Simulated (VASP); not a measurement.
The system is TeAs2.

```
CELL_PARAMETERS angstrom
-3.55645 3.55645 2.94052
3.55645 -3.55645 2.94052
3.55645 3.55645 -2.94052
ATOMIC_POSITIONS crystal
Te 0.75000 0.25000 0.50000
Te 0.00000 0.00000 0.00000
As 0.37500 0.62500 0.25000
As 0.37500 0.12500 0.75000
As 0.37500 0.62500 0.75000
As 0.87500 0.62500 0.25000
```

Base run:

- Program: VASP 6.6.1
- Functional: PBEsol
- Potentials or basis: VASP PAW PBE potentials, release 64 (Te, As)
- Cutoff: 500 eV
- k mesh: 4 × 4 × 4, shifted
- Occupations: gaussian, width 0.1 eV
- Spin: no spin polarisation

Its results: band gap on the k mesh 0.27 eV, indirect (least direct gap 0.41 eV); pressure -3.4 GPa.

Task: The run is repeated on the same cell with these changes: k mesh from 4 × 4 × 4, shifted to 2 × 2 × 2, shifted. What comes out?

Result: Band gap on the k mesh 0.54 eV, indirect (least direct gap 0.79 eV); pressure -3.7 GPa.

Caveats: some runs use coarse meshes; the PAW data sets were made with another functional, which shifts forces and pressure a little; spin-orbit coupling is left out, which moves the levels of the heavy elements.

A k mesh can miss the band edges.
